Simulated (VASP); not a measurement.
# CuO (Tenorite) (C2/c) in VASP: notebook, part 2 of 2

VASP 6.6.1.

## (3) Density of states, PBEsol

File POSCAR:

```
CuO
1.0
    2.3418500000     -1.7113000000      0.0000000000
    2.3418500000      1.7113000000      0.0000000000
   -0.8500274268      0.0000000000      5.0578693947
Cu O
2 2
Direct
    0.5000000000      0.0000000000      0.5000000000
    0.0000000000      0.5000000000      0.0000000000
    0.4184000000      0.5816000000      0.7500000000
    0.5816000000      0.4184000000      0.2500000000
```

File INCAR.step1:

```
SYSTEM = CuO
  ALGO = Normal
  EDIFF = 1E-6
  ENCUT = 520
  GGA = PS
  ISIF = 2
  ISMEAR = -1
  LASPH = .TRUE.
  LCHARG = .TRUE.
  LMAXMIX = 4
  LREAL = .FALSE.
  LWAVE = .FALSE.
  NBANDS = 25
  NELM = 80
  PREC = Accurate
  SIGMA = 0.05
```

File KPOINTS.step1:

```
k-points
0
G
  10 10 5
  0 0 0
```

File INCAR.step2:

```
SYSTEM = CuO
  ALGO = Normal
  EDIFF = 1E-6
  ENCUT = 520
  GGA = PS
  ICHARG = 11
  ISIF = 2
  ISMEAR = -5
  LASPH = .TRUE.
  LCHARG = .FALSE.
  LMAXMIX = 4
  LORBIT = 10
  LREAL = .FALSE.
  LWAVE = .FALSE.
  NEDOS = 2001
  NELM = 80
  PREC = Accurate
  SIGMA = 0.05
```

File KPOINTS.step2:

```
k-points
0
G
  15 15 8
  0 0 0
```

Potentials or basis: VASP PAW PBE potentials, release 64 (Cu, O).

Run with:

```console
$ cat potpaw_PBE.64/Cu/POTCAR potpaw_PBE.64/O/POTCAR > POTCAR
$ cp INCAR.step1 INCAR
$ cp KPOINTS.step1 KPOINTS
$ mpirun -np 1 vasp_std > vasp.out
$ cp INCAR.step2 INCAR
$ cp KPOINTS.step2 KPOINTS
$ mpirun -np 1 vasp_std > vasp.out
```

OUTCAR:

```text
SYSTEM = CuO
   EDIFF = 1E-6
   ENCUT = 520
   GGA = PS
   ICHARG = 11
   ISIF = 2
   ISMEAR = -5
   LASPH = .TRUE.
   LORBIT = 10
   LREAL = .FALSE.
   NELM = 80
   PREC = Accurate

 ion  position               nearest neighbor table
   1  0.500  0.000  0.500-   3 1.95   4 1.95   4 1.96   3 1.96
   2  0.000  0.500  0.000-   4 1.95   3 1.95   4 1.96   3 1.96
   3  0.418  0.582  0.750-   2 1.95   1 1.95   2 1.96   1 1.96
   4  0.582  0.418  0.250-   1 1.95   2 1.95   2 1.96   1 1.96

  LATTYP: Found a base centered monoclinic cell.
 ALAT       =     4.6837000000
 B/A-ratio  =     0.7307470589
 C/A-ratio  =     1.0950317057
 COS(beta)  =    -0.1657361228

  Lattice vectors:

 A1 = (   2.3418500000,  -1.7113000000,   0.0000000000)
 A2 = (   2.3418500000,   1.7113000000,   0.0000000000)
 A3 = (  -0.8500274268,   0.0000000000,   5.0578693947)

Analysis of symmetry for initial positions (statically):
=====================================================================
 Subroutine PRICEL returns:
 Original cell was already a primitive cell.

 Routine SETGRP: Setting up the symmetry group for a
 base centered monoclinic supercell.

 Subroutine GETGRP returns: Found  4 space group operations
 (whereof  2 operations were pure point group operations)
 out of a pool of  4 trial point group operations.

The static configuration has the point symmetry S_2 .
 The point group associated with its full space group is C_2h.

Analysis of symmetry for dynamics (positions and initial velocities):
=====================================================================
 Subroutine PRICEL returns:
 Original cell was already a primitive cell.

 Routine SETGRP: Setting up the symmetry group for a
 base centered monoclinic supercell.

 Subroutine GETGRP returns: Found  4 space group operations
 (whereof  2 operations were pure point group operations)
 out of a pool of  4 trial point group operations.

The dynamic configuration has the point symmetry S_2 .
 The point group associated with its full space group is C_2h.

 Subroutine INISYM returns: Found  4 space group operations
 (whereof  2 operations are pure point group operations),
 and found     1 'primitive' translations

----------------------------------------------------------------------------------------

                                     Primitive cell

  volume of cell :      40.5399

  direct lattice vectors                    reciprocal lattice vectors
     2.341850000 -1.711300000  0.000000000     0.213506416 -0.292175539  0.035881968
     2.341850000  1.711300000  0.000000000     0.213506416  0.292175539  0.035881968
    -0.850027427  0.000000000  5.057869395     0.000000000  0.000000000  0.197711709

  length of vectors
     2.900484289  2.900484289  5.128800000     0.363646877  0.363646877  0.197711709

  position of ions in fractional coordinates (direct lattice)
     0.500000000  0.000000000  0.500000000
     0.000000000  0.500000000  0.000000000
     0.418400000  0.581600000  0.750000000
     0.581600000  0.418400000  0.250000000

  ion indices of the primitive-cell ions
   primitive index   ion index
                 1           1
                 2           2
                 3           3
                 4           4

[... 56 lines left out ...]
   number of dos      NEDOS =   2001   number of ions     NIONS =      4
   total plane-waves  NPLWV =  23040
   dimension x,y,z NGX =    24 NGY =   24 NGZ =   40
   dimension x,y,z NGXF=    48 NGYF=   48 NGZF=   80
   ions per type =               2   2
   NGX,Y,Z   is equivalent  to a cutoff of  13.76, 13.76, 12.97 a.u.
   NGXF,Y,Z  is equivalent  to a cutoff of  27.51, 27.51, 25.93 a.u.
 SYSTEM =  CuO
   PREC   = accura    normal or accurate (medium, high low for compatibility)
   ISTART =      0    job   : 0-new  1-cont  2-samecut
   ICHARG =     11    charge: 1-file 2-atom 10-const
   ISPIN  =      1    spin polarized calculation?
   LNONCOLLINEAR =      F non collinear calculations
   LSORBIT =      F    spin-orbit coupling
   LASPH  =      T    aspherical Exc in radial PAW
   ENCUT  =  520.0 eV  38.22 Ry    6.18 a.u.   5.39  5.39  9.54*2*pi/ulx,y,z
   NELM   =     80;   NELMIN=  2; NELMDL=  0     # of ELM steps
   EDIFF  = 0.1E-05   stopping-criterion for ELM
   LREAL  =      F    real-space projection
   EDIFFG = 0.1E-04   stopping-criterion for IOM
   NSW    =      0    number of steps for IOM
   IBRION =     -1    ionic relax: 0-MD 1-quasi-New 2-CG
   NFREE  =      0    steps in history (QN), initial steepest desc. (CG)
   ISIF   =      2    stress and relaxation
   ISYM   =      2    0-nonsym 1-usesym 2-fastsym
   POTIM  = 0.5000    time-step for ionic-motion
   TEBEG  =    0.0;   TEEND  =   0.0 temperature during run
   PSTRESS=    0.0 pullay stress
   NELECT =      34.0000    total number of electrons
   NUPDOWN=      -1.0000    fix difference up-down
   EMIN   =  10.00;   EMAX   =-10.00  energy-range for DOS
   EFERMI =   0.00;   METHOD = LEGACY
   ISMEAR =    -5;   SIGMA  =   0.05  broadening in eV -4-tet -1-fermi 0-gaus
   EFERMI_NEDOS =   21; number of points for ismear=-14 and -15
   IALGO  =     38    algorithm
   IMIX   =      4    mixing-type and parameters
     AMIX     =   0.40;   BMIX     =  1.00
     AMIX_MAG =   1.60;   BMIX_MAG =  1.00
  volume/ion in A,a.u.               =      10.13        68.39
  Fermi-wavevector in a.u.,A,eV,Ry     =   1.543856  2.917465 32.429379  2.383492
  Thomas-Fermi vector in A             =   2.649460
   LORBIT       =     10    0 simple, 1 ext, 2 COOP (PROOUT), +10 PAW based schemes
   GGA     = PS    functional components
   LHFCALC =     F    Hartree Fock is set to
   AEXX    =    0.0000 exact exchange contribution
   IVDW    =     0    specifies the selected vdW correction
   LEPSILON=     F    determine dielectric tensor
   LRPA    =     F    only Hartree local field effects (RPA)
 non-spin polarized calculation
 Fermi weights with tetrahedron method with Bloechl corrections
  energy-cutoff  :      520.00
  volume of cell :       40.54
 maximum number of plane-waves:      1129
 NGX is ok and might be reduce to    24

 number of electron      34.0000001 magnetization

 Free energy of the ion-electron system (eV)
  ---------------------------------------------------
  ext. energy  EPLUGINS =         0.00000000
  ---------------------------------------------------
  free energy    TOTEN  =       -21.34324674 eV

  energy without entropy =      -21.34324674  energy(sigma->0) =      -21.34324674

 E-fermi :   5.5478     XC(G=0): -12.1847

 val. band max:        5.6126628634   @ k =   0.3333   0.0667   0.0000
 cond. band min:       5.4918483848   @ k =   0.3333   0.2000   0.2500
 fundamental gap:     -0.1208144786
 Fermi energy:         5.5478463884

 k-point     1 :       0.0000    0.0000    0.0000
  band No.  band energies     occupation
      1     -14.3182      2.00000
      2     -12.9592      2.00000
      3      -2.6710      2.00000
      4      -0.0370      2.00000
      5       0.3657      2.00000
      6       2.2256      2.00000
[... 565 lines left out ...]
     20      12.7537      0.00000
     21      13.1484      0.00000

 [... further k-points ...]

------------------------ aborting loop because EDIFF is reached ----------------------------------------

  FORCE on cell =-STRESS in cart. coord.  units (eV):
  Direction    XX          YY          ZZ          XY          YZ          ZX
  --------------------------------------------------------------------------------------
  -------------------------------------------------------------------------------------
  Total       -0.5945723      0.0586982     -0.9202270      0.0000000      0.0000000     -0.1432840
  in kB      -23.4980827      2.3198125    -36.3682752      0.0000000      0.0000000     -5.6627234
  external PRESSURE =     -19.1821818 kB  Pullay stress =       0.0000000 kB

 VOLUME and BASIS-vectors are now :
 -----------------------------------------------------------------------------
  energy-cutoff  :      520.00
  volume of cell :       40.54
      direct lattice vectors                 reciprocal lattice vectors
     2.341850000 -1.711300000  0.000000000     0.213506416 -0.292175539  0.035881968
     2.341850000  1.711300000  0.000000000     0.213506416  0.292175539  0.035881968
    -0.850027427  0.000000000  5.057869395     0.000000000  0.000000000  0.197711709

 POSITION                                       TOTAL-FORCE (eV/Angst)
 -----------------------------------------------------------------------------------
      0.74591     -0.85565      2.52893        -0.000000     -0.000000      0.000000
      1.17092      0.85565      0.00000        -0.000000     -0.000000      0.000000
      1.70433      0.27928      3.79340         0.000000     -0.319272     -0.000000
      2.12934     -0.27928      1.26447         0.000000      0.319272      0.000000
 -----------------------------------------------------------------------------------
    total drift:                                0.000000     -0.000000     -0.000000

  FREE ENERGIE OF THE ION-ELECTRON SYSTEM (eV)
  ---------------------------------------------------
  free  energy   TOTEN  =       -21.3432467413 eV

  energy  without entropy=      -21.3432467413  energy(sigma->0) =      -21.34324674

 total charge

# of ion       s       p       d       tot
------------------------------------------
    1        0.385   0.394   9.139   9.917
    2        0.385   0.394   9.139   9.917
    3        1.572   3.361   0.000   4.933
    4        1.572   3.361   0.000   4.933
--------------------------------------------------
tot          3.913   7.510  18.277  29.700
```

Run time: 9.8 min. Hardware: 1 thread of AMD EPYC 7R13 (Zen 3), shared host; peak memory 0.41 GiB.

Results:

```yaml
Valence_electrons_inside_the_program's_atomic_spheres: Cu 9.92; O 4.93
```

Levels at points of the mesh, in eV from the Fermi level:
```tsv
k point	band 13	band 14	band 15	band 16	band 17	band 18	band 19	band 20	band 21
(0.00, 0.00, 0.00)	-2.38	-2.21	-2.15	-1.64	0.22	0.95	1.67	5.91	8.12
(0.00, 0.00, 0.50)	-2.21	-2.21	-1.50	-1.50	0.24	0.24	3.89	3.89	11.59
```

Caveat: the PAW data sets were made with another functional, which shifts forces and pressure a little; semilocal functionals often make such compounds metallic where correlation or magnetic order opens a gap, which also shifts bond lengths; tetrahedron occupations give inexact forces and stress in metals.
